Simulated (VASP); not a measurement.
# NbAl3Pb (Cmmm) in VASP: notebook

The runs below take NbAl3Pb through single point, relaxation of cell and atoms, with PBE.

Everything below comes from runs of VASP 6.6.1. Logs are shortened: lines on timing, memory, paths and dates and some standing lists are left out, and cuts for length are marked.

## (1) The cell of the first run

The structure is orthorhombic, space group Cmmm (No. 65). The conventional cell has a = 5.988 Å, b = 6.060 Å, c = 4.265 Å, α = 90.00°, β = 90.00°, γ = 90.00°. Al (site symmetry mmm) has 2 Nb at 2.13 Å within 2.8 Å. Al (site symmetry 2/m) has 2 Nb at 2.13 Å within 2.8 Å. Within 2.8 Å of Nb (site symmetry mmm) lie 6 Al at 2.13 Å. Within 3.9 Å of Pb (site symmetry mmm) lie 12 Al at 2.99 to 3.03 Å and 8 Nb at 3.68 to 3.71 Å.

## (2) Single point, PBE

Input file INCAR:

```
PREC = Accurate
ENCUT = 520
EDIFF = 1E-6
ISMEAR = 0
SIGMA = 0.1
LREAL = F
LASPH = T
NELM = 80
ALGO = Normal
ISIF = 2
LWAVE = F
LCHARG = F
GGA = PE
NBANDS = 26
```

Input file KPOINTS:

```
Automatic mesh
0
Gamma
  4 4 4
```

Input file POSCAR:

```
NbAl3Pb
1.0
    2.9938111000     -3.0299491442      0.0000000000
    2.9938111000      3.0299491442      0.0000000000
    0.0000000000      0.0000000000      4.2654185306
Al Nb Pb
3 1 1
Direct
    0.0000000000      0.0000000000      0.0000000000
    0.0000000000      0.5000000000      0.5000000000
    0.5000000000      0.0000000000      0.5000000000
    0.0000000000      0.0000000000      0.5000000000
    0.5000000000      0.5000000000      0.0000000000
```

Potentials or basis: VASP PAW PBE potentials, release 64 (Al, Nb_sv, Pb_d).

The run is started by

```sh
$ cat potpaw_PBE.64/Al/POTCAR potpaw_PBE.64/Nb_sv/POTCAR potpaw_PBE.64/Pb_d/POTCAR > POTCAR
$ mpirun -np 1 vasp_std > vasp.out
```

OUTCAR:

```text
PREC = Accurate
   ENCUT = 520
   EDIFF = 1E-6
   ISMEAR = 0
   LREAL = F
   LASPH = T
   NELM = 80
   ISIF = 2
   GGA = PE

 ion  position               nearest neighbor table
   1  0.000  0.000  0.000-   4 2.13   4 2.13   5 2.99   5 2.99   2 3.01   3 3.01   2 3.01   2 3.01
                             2 3.01   3 3.01   3 3.01   3 3.01   5 3.03   5 3.03
   2  0.000  0.500  0.500-   4 2.13   4 2.13   3 2.99   3 2.99   1 3.01   5 3.01   1 3.01   1 3.01
                             1 3.01   5 3.01   5 3.01   5 3.01   3 3.03   3 3.03
   3  0.500  0.000  0.500-   4 2.13   4 2.13   2 2.99   2 2.99   1 3.01   5 3.01   5 3.01   5 3.01
                             1 3.01   1 3.01   1 3.01   5 3.01   2 3.03   2 3.03
   4  0.000  0.000  0.500-   2 2.13   3 2.13   2 2.13   3 2.13   1 2.13   1 2.13
   5  0.500  0.500  0.000-   1 2.99   1 2.99   3 3.01   2 3.01   3 3.01   3 3.01   3 3.01   2 3.01
                             2 3.01   2 3.01   1 3.03   1 3.03

  LATTYP: Found a base centered orthorhombic cell.
 ALAT       =     5.9876222000
 B/A-ratio  =     1.0120709166
 C/A-ratio  =     0.7123726895

  Lattice vectors:

 A1 = (   2.9938111000,  -3.0299491442,   0.0000000000)
 A2 = (   2.9938111000,   3.0299491442,   0.0000000000)
 A3 = (   0.0000000000,   0.0000000000,   4.2654185306)

Analysis of symmetry for initial positions (statically):
=====================================================================
 Subroutine PRICEL returns:
 Original cell was already a primitive cell.

 Routine SETGRP: Setting up the symmetry group for a
 base centered orthorhombic supercell.

 Subroutine GETGRP returns: Found  8 space group operations
 (whereof  8 operations were pure point group operations)
 out of a pool of  8 trial point group operations.

The static configuration has the point symmetry D_2h.

Analysis of symmetry for dynamics (positions and initial velocities):
=====================================================================
 Subroutine PRICEL returns:
 Original cell was already a primitive cell.

 Routine SETGRP: Setting up the symmetry group for a
 base centered orthorhombic supercell.

 Subroutine GETGRP returns: Found  8 space group operations
 (whereof  8 operations were pure point group operations)
 out of a pool of  8 trial point group operations.

The dynamic configuration has the point symmetry D_2h.

 Subroutine INISYM returns: Found  8 space group operations
 (whereof  8 operations are pure point group operations),
 and found     1 'primitive' translations

----------------------------------------------------------------------------------------

                                     Primitive cell

  volume of cell :      77.3840

  direct lattice vectors                    reciprocal lattice vectors
     2.993811100 -3.029949144  0.000000000     0.167011205 -0.165019271  0.000000000
     2.993811100  3.029949144  0.000000000     0.167011205  0.165019271  0.000000000
     0.000000000  0.000000000  4.265418531     0.000000000  0.000000000  0.234443582

  length of vectors
     4.259518367  4.259518367  4.265418531     0.234785227  0.234785227  0.234443582

  position of ions in fractional coordinates (direct lattice)
     0.000000000  0.000000000  0.000000000
     1.000000000  0.500000000  0.500000000
     0.500000000  1.000000000  0.500000000
     0.000000000  0.000000000  0.500000000
     0.500000000  0.500000000  0.000000000

  ion indices of the primitive-cell ions
   primitive index   ion index
                 1           1
                 2           2
                 3           3
                 4           4
                 5           5

----------------------------------------------------------------------------------------

 KPOINTS: Automatic mesh

Automatic generation of k-mesh.
 Grid dimensions read from file:
 generate k-points for:    4    4    4

 Generating k-lattice:

  Cartesian coordinates                     Fractional coordinates (reciprocal lattice)
     0.041752801 -0.041254818  0.000000000     0.250000000 -0.000000000  0.000000000
[... 59 lines left out ...]
     25      17.3678      0.00000
     26      18.2366      0.00000

 k-point     4 :       0.2500    0.2500    0.0000
  band No.  band energies     occupation
      1     -41.8865      2.00000
      2     -18.6078      2.00000
      3     -18.5948      2.00000
      4     -18.5556      2.00000
      5      -6.3247      2.00000
      6      -6.3048      2.00000
[... 18 lines left out ...]
     25      16.2229      0.00000
     26      17.2638      0.00000

 k-point     5 :       0.5000    0.2500    0.0000
  band No.  band energies     occupation
      1     -41.8833      2.00000
      2     -18.6412      2.00000
      3     -18.5996      2.00000
      4     -18.5554      2.00000
      5      -6.3209      2.00000
      6      -6.3174      2.00000
[... 18 lines left out ...]
     25      17.3785      0.00000
     26      18.0121      0.00000

 k-point     6 :      -0.2500    0.2500    0.0000
  band No.  band energies     occupation
      1     -41.8865      2.00000
      2     -18.6085      2.00000
      3     -18.5941      2.00000
      4     -18.5556      2.00000
      5      -6.3253      2.00000
      6      -6.3050      2.00000
[... 340 lines left out ...]
 k-point    18 :       0.2500    0.2500    0.5000
  band No.  band energies     occupation
      1     -41.8804      2.00000
      2     -18.6316      2.00000
      3     -18.6074      2.00000
      4     -18.5938      2.00000
      5      -6.3165      2.00000
      6      -6.3144      2.00000
[... 18 lines left out ...]
     25      17.8506      0.00000
     26      18.3901      0.00000

 k-point    19 :       0.5000    0.2500    0.5000
  band No.  band energies     occupation
      1     -41.8772      2.00000
      2     -18.6402      2.00000
      3     -18.6311      2.00000
      4     -18.5991      2.00000
      5      -6.3309      2.00000
      6      -6.3143      2.00000
[... 18 lines left out ...]
     25      17.7338      0.00000
     26      19.7730      0.00000

 k-point    20 :      -0.2500    0.2500    0.5000
  band No.  band energies     occupation
      1     -41.8804      2.00000
      2     -18.6316      2.00000
      3     -18.6075      2.00000
      4     -18.5937      2.00000
      5      -6.3205      2.00000
      6      -6.3098      2.00000
[... 18 lines left out ...]
     25      17.7950      0.00000
     26      18.6036      0.00000

 k-point    21 :       0.5000    0.5000    0.5000
  band No.  band energies     occupation
      1     -41.8741      2.00000
      2     -18.6460      2.00000
      3     -18.6313      2.00000
      4     -18.6308      2.00000
      5      -6.3275      2.00000
      6      -6.3263      2.00000
[... 18 lines left out ...]
     25      19.8969      0.00000
     26      19.9527      0.00000

------------------------ aborting loop because EDIFF is reached ----------------------------------------

  FORCE on cell =-STRESS in cart. coord.  units (eV):
  Direction    XX          YY          ZZ          XY          YZ          ZX
  --------------------------------------------------------------------------------------
  -------------------------------------------------------------------------------------
  Total       32.6953717     32.9430090     32.5472037     -0.0000000      0.0000000      0.0000000
  in kB      676.9326811    682.0598219    673.8649743     -0.0000000      0.0000000      0.0000000
  external PRESSURE =     677.6191591 kB  Pullay stress =       0.0000000 kB

 VOLUME and BASIS-vectors are now :
 -----------------------------------------------------------------------------
  energy-cutoff  :      520.00
  volume of cell :       77.38
      direct lattice vectors                 reciprocal lattice vectors
     2.993811100 -3.029949144  0.000000000     0.167011205 -0.165019271  0.000000000
     2.993811100  3.029949144  0.000000000     0.167011205  0.165019271  0.000000000
     0.000000000  0.000000000  4.265418531     0.000000000  0.000000000  0.234443582

 POSITION                                       TOTAL-FORCE (eV/Angst)
 -----------------------------------------------------------------------------------
      0.00000      0.00000      0.00000         0.000000     -0.000000      0.000000
      1.49691      1.51497      2.13271         0.000000     -0.000000      0.000000
      1.49691     -1.51497      2.13271         0.000000     -0.000000      0.000000
      0.00000      0.00000      2.13271         0.000000     -0.000000      0.000000
      2.99381      0.00000      0.00000        -0.000000      0.000000      0.000000
 -----------------------------------------------------------------------------------
    total drift:                               -0.000000     -0.000000     -0.000000

  FREE ENERGIE OF THE ION-ELECTRON SYSTEM (eV)
  ---------------------------------------------------
  free  energy   TOTEN  =       -14.4738139805 eV

  energy  without entropy=      -14.4514980609  energy(sigma->0) =      -14.46265602
```

Run time: 30 s. Hardware: 1 thread of Intel Xeon Platinum 8488C (Sapphire Rapids), shared host; peak memory 0.2 GiB.

Results:

```
Free energy            : -14.4738 eV
Pressure               : 67.8 GPa
Band gap on the k mesh : zero (band 18 reaches 11.34 eV, above the bottom of band 19 at 9.83 eV)
```

Caveat: the k points lie up to 0.37 Å⁻¹ apart; spin-orbit coupling is left out, which moves the levels of the heavy elements.

## (3) Single point, PBE

This run uses another cell than the first one, of 26.04 Å³/atom, 1.682 times its volume.

Input file INCAR:

```
SYSTEM = NbAl3Pb
PREC = Accurate ; ENCUT = 520
EDIFF = 1E-6 ; ISMEAR = 0
SIGMA = 0.1 ; LREAL = .FALSE.
LASPH = .TRUE. ; NELM = 100
ALGO = Normal ; ISIF = 2
LWAVE = .FALSE. ; LCHARG = .TRUE.
GGA = PE ; LELF = .TRUE.
LVHAR = .TRUE. ; NBANDS = 26
```

Input file KPOINTS:

```
Automatic mesh
0
G
  4 4 4
  0 0 0
```

POSCAR, as its differences from that of step 2:

```diff
@@ -2,5 +2,5 @@
 1.0
-    2.9938111000     -3.0299491442      0.0000000000
-    2.9938111000      3.0299491442      0.0000000000
-    0.0000000000      0.0000000000      4.2654185306
+    3.5659894938     -3.6015202590      0.0000000000
+    3.5659894938      3.6015202590      0.0000000000
+    0.0000000000      0.0000000000      5.0684959340
 Al Nb Pb
```

Potentials or basis: VASP PAW PBE potentials, release 64 (Al, Nb_sv, Pb_d).

The run is started by

```sh
$ cat potpaw_PBE.64/Al/POTCAR potpaw_PBE.64/Nb_sv/POTCAR potpaw_PBE.64/Pb_d/POTCAR > POTCAR
$ mpirun -np 1 vasp_std > vasp.out
```

Run time: 55 s. Hardware: 1 thread of Intel Xeon Platinum 8488C (Sapphire Rapids), shared host; peak memory 0.27 GiB.

Results (log left out):

```yaml
Free_energy: -21.9408 eV
Pressure: 0.2 GPa
Band_gap_on_the_k_mesh: zero (band 18 reaches 5.32 eV, above the bottom of band 19 at 4.32 eV)
```

Levels at points of the mesh, in eV from the Fermi level:
| k point | band 15 | band 16 | band 17 | band 18 | band 19 | band 20 | band 21 | band 22 |
| --- | --- | --- | --- | --- | --- | --- | --- | --- |
| (0.00, 0.00, 0.00) | -1.63 | -1.62 | 0.27 | 0.27 | 0.27 | 2.98 | 3.04 | 3.06 |
| (0.50, 0.00, 0.00) | -1.46 | -1.08 | 0.20 | 0.20 | 0.34 | 1.12 | 1.31 | 1.85 |
| (0.50, 0.50, 0.00) | -1.22 | -0.77 | -0.70 | -0.67 | 0.53 | 0.79 | 0.80 | 1.44 |
| (0.00, 0.00, 0.50) | -1.44 | -1.09 | 0.18 | 0.23 | 0.33 | 1.13 | 1.31 | 1.82 |
| (0.50, 0.00, 0.50) | -1.22 | -0.77 | -0.68 | -0.68 | 0.52 | 0.79 | 0.80 | 1.44 |
| (0.50, 0.50, 0.50) | -3.14 | -3.13 | -2.59 | -0.73 | -0.73 | 1.90 | 1.92 | 1.94 |

Caveat: spin-orbit coupling is left out, which moves the levels of the heavy elements.

## (4) Relaxation of cell and atoms, PBE

Input file INCAR:

```
SYSTEM = NbAl3Pb
PREC     = Accurate       ! precision mode
ENCUT    = 600            ! plane-wave cutoff, eV
EDIFF    = 1E-6           ! SCF threshold, eV
ISMEAR   = 0              ! smearing method
SIGMA    = 0.1            ! smearing width, eV
LREAL    = .False.        ! projectors in reciprocal space
LASPH    = .True.         ! aspherical terms in the spheres
NELM     = 60             ! most SCF steps
ALGO     = Normal         ! electronic algorithm
ISIF     = 3              ! what is computed and relaxed
LWAVE    = .False.        ! write WAVECAR
LCHARG   = .False.        ! write CHGCAR
GGA      = PE             ! functional
IBRION   = 2              ! ionic algorithm
NSW      = 90             ! ionic steps
EDIFFG   = -0.04          ! ionic threshold
```

Input file KPOINTS:

```
Automatic mesh
0
Gamma
  4 4 4
  0 0 0
```

POSCAR, as its differences from that of step 3:

```diff
@@ -2,5 +2,5 @@
 1.0
-    3.5659894938     -3.6015202590      0.0000000000
-    3.5659894938      3.6015202590      0.0000000000
-    0.0000000000      0.0000000000      5.0684959340
+    2.9938111000     -3.0299491442      0.0000000000
+    2.9938111000      3.0299491442      0.0000000000
+    0.0000000000      0.0000000000      4.2654185306
 Al Nb Pb
```

The run is started by

```sh
$ cat potpaw_PBE.64/Al/POTCAR potpaw_PBE.64/Nb_sv/POTCAR potpaw_PBE.64/Pb_d/POTCAR > POTCAR
$ mpirun -np 1 vasp_std > vasp.out
```

It took 2.7 min on 1 thread of Intel Xeon Platinum 8488C (Sapphire Rapids), shared host; peak memory 0.23 GiB.

Results (log left out):

```
Free energy                            : -21.9203 eV
Relaxed volume                         : 26.09 Å³/atom
Relaxed cell                           : a = 5.072 Å, b = 5.072 Å, c = 5.072 Å, α = 90.00°, β = 90.00°, γ = 90.74°
Space group after relaxing (to 0.05 Å) : Cmmm (No. 65)
Energy gained by relaxing              : 1488.9 meV/atom
Ionic steps                            : 5
Pressure after relaxing                : 0.0 GPa
Band gap on the k mesh                 : zero (band 18 reaches 5.31 eV, above the bottom of band 19 at 4.31 eV)
```

Step by step:
```tsv
step	energy change (eV)	largest force (eV/Å)	pressure (GPa)	volume (Å³)
1	0.0000	0.0000	67.81	77.38
2	-5.8845	0.0000	-8.43	176.37
3	-7.4418	0.0000	0.63	129.04
4	-7.4441	0.0000	-0.28	131.25
5	-7.4447	0.0000	0.04	130.45
```

Final structure:
```yaml
crystal:
  lattice:
    - [3.56312, -3.60946, 0.00000]
    - [3.56312, 3.60946, 0.00000]
    - [0.00000, 0.00000, 5.07162]
  atoms:
    - { symbol: Al, position: [0.00000, 0.00000, 0.00000] }
    - { symbol: Al, position: [0.00000, 0.50000, 0.50000] }
    - { symbol: Al, position: [0.50000, 0.00000, 0.50000] }
    - { symbol: Nb, position: [0.00000, 0.00000, 0.50000] }
    - { symbol: Pb, position: [0.50000, 0.50000, 0.00000] }
```

Levels at points of the mesh, in eV from the Fermi level:
| k point | band 15 | band 16 | band 17 | band 18 | band 19 | band 20 | band 21 | band 22 |
| --- | --- | --- | --- | --- | --- | --- | --- | --- |
| (0.00, 0.00, 0.00) | -1.63 | -1.62 | 0.27 | 0.27 | 0.28 | 2.94 | 3.03 | 3.06 |
| (0.50, 0.00, 0.00) | -1.45 | -1.08 | 0.20 | 0.20 | 0.34 | 1.12 | 1.32 | 1.85 |
| (0.50, 0.50, 0.00) | -1.22 | -0.77 | -0.70 | -0.66 | 0.53 | 0.78 | 0.80 | 1.44 |
| (0.00, 0.00, 0.50) | -1.42 | -1.08 | 0.17 | 0.23 | 0.34 | 1.13 | 1.32 | 1.80 |
| (0.50, 0.00, 0.50) | -1.22 | -0.77 | -0.68 | -0.68 | 0.52 | 0.78 | 0.80 | 1.44 |
| (0.50, 0.50, 0.50) | -3.13 | -3.12 | -2.59 | -0.73 | -0.73 | 1.89 | 1.92 | 1.94 |

Caveat: the k points lie up to 0.31 Å⁻¹ apart in the final cell; the volume moved by over 15 % at a fixed basis, so the end points are rough; spin-orbit coupling is left out, which moves the levels of the heavy elements.

## (5) Single point, PBE

This run uses another cell than the first one, of 26.07 Å³/atom, 1.684 times its volume.

Input file INCAR:

```
SYSTEM = NbAl3Pb
PREC     = Accurate       ! precision mode
ENCUT    = 520            ! plane-wave cutoff, eV
EDIFF    = 1E-7           ! SCF threshold, eV
ISMEAR   = 0              ! smearing method
SIGMA    = 0.1            ! smearing width, eV
LREAL    = .FALSE.        ! projectors in reciprocal space
LASPH    = .TRUE.         ! aspherical terms in the spheres
NELM     = 60             ! most SCF steps
ALGO     = Fast           ! electronic algorithm
ISIF     = 2              ! what is computed and relaxed
LWAVE    = .FALSE.        ! write WAVECAR
LCHARG   = .FALSE.        ! write CHGCAR
GGA      = PE             ! functional
NBANDS   = 26             ! bands
```

Input file KPOINTS:

```
regular mesh
0
G
  8 8 8
  0 0 0
```

POSCAR, as its differences from that of step 4:

```diff
@@ -2,5 +2,5 @@
 1.0
-    2.9938111000     -3.0299491442      0.0000000000
-    2.9938111000      3.0299491442      0.0000000000
-    0.0000000000      0.0000000000      4.2654185306
+    3.5684077970     -3.6022720774      0.0000000000
+    3.5684077970      3.6022720774      0.0000000000
+    0.0000000000      0.0000000000      5.0703556549
 Al Nb Pb
```

The run is started by

```sh
$ cat potpaw_PBE.64/Al/POTCAR potpaw_PBE.64/Nb_sv/POTCAR potpaw_PBE.64/Pb_d/POTCAR > POTCAR
$ mpirun -np 1 vasp_std > vasp.out
```

Run time: 9.6 min. Hardware: 1 thread of Intel Xeon Platinum 8488C (Sapphire Rapids), shared host; peak memory 0.51 GiB.

It converged, with:

| Property | Result |
| --- | --- |
| Free energy | -21.9852 eV |
| Pressure | -0.1 GPa |
| Band gap on the k mesh | zero (band 18 reaches 5.31 eV, above the bottom of band 19 at 4.30 eV) |

Levels at points of the mesh, in eV from the Fermi level:
| k point | band 14 | band 15 | band 16 | band 17 | band 18 | band 19 | band 20 | band 21 | band 22 | band 23 |
| --- | --- | --- | --- | --- | --- | --- | --- | --- | --- | --- |
| (0.00, 0.00, 0.00) | -1.67 | -1.66 | -1.65 | 0.23 | 0.23 | 0.23 | 2.96 | 3.01 | 3.02 | 3.03 |
| (0.50, 0.00, 0.00) | -1.49 | -1.49 | -1.13 | 0.16 | 0.16 | 0.29 | 1.08 | 1.28 | 1.81 | 1.81 |
| (0.50, 0.50, 0.00) | -1.48 | -1.26 | -0.81 | -0.73 | -0.71 | 0.49 | 0.75 | 0.76 | 1.40 | 3.72 |
| (0.00, 0.00, 0.50) | -1.52 | -1.47 | -1.13 | 0.14 | 0.19 | 0.29 | 1.09 | 1.28 | 1.78 | 1.84 |
| (0.50, 0.00, 0.50) | -1.48 | -1.26 | -0.82 | -0.72 | -0.72 | 0.49 | 0.75 | 0.76 | 1.40 | 3.72 |
| (0.50, 0.50, 0.50) | -3.18 | -3.17 | -3.16 | -2.63 | -0.78 | -0.78 | 1.86 | 1.88 | 1.89 | 6.19 |

Caveat: spin-orbit coupling is left out, which moves the levels of the heavy elements.

## (6) Overview

| task | cell | k mesh | cutoff (eV) | gap on the mesh (eV) | pressure (GPa) |
| --- | --- | --- | --- | --- | --- |
| single point | a = 4.260, b = 4.260, c = 4.265 Å, angles 90.0, 90.0, 90.7°, 5 atoms | 4 × 4 × 4 | 520 | none | 67.8 |
| single point | a = 5.068 Å, angles 90.0, 90.0, 90.6°, 5 atoms | 4 × 4 × 4 | 520 | none | 0.2 |
| relaxation of cell and atoms | relaxed from a = 4.260, b = 4.260, c = 4.265 Å, angles 90.0, 90.0, 90.7°, 5 atoms | 4 × 4 × 4 | 600 | none | 0.0 |
| single point | a = 5.070 Å, angles 90.0, 90.0, 90.5°, 5 atoms | 8 × 8 × 8 | 520 | none | -0.1 |

Alike in all rows: level PBE; potentials or basis VASP PAW PBE potentials, release 64 (Al, Nb_sv, Pb_d); no spin polarisation; smearing gaussian 0.1 eV.

Caveats: some runs use coarse meshes; spin-orbit coupling is left out, which moves the levels of the heavy elements; the volume moved by over 15 % at a fixed basis, so the end points are rough (some runs).

Absolute energies hang on the potentials; compare differences alone.
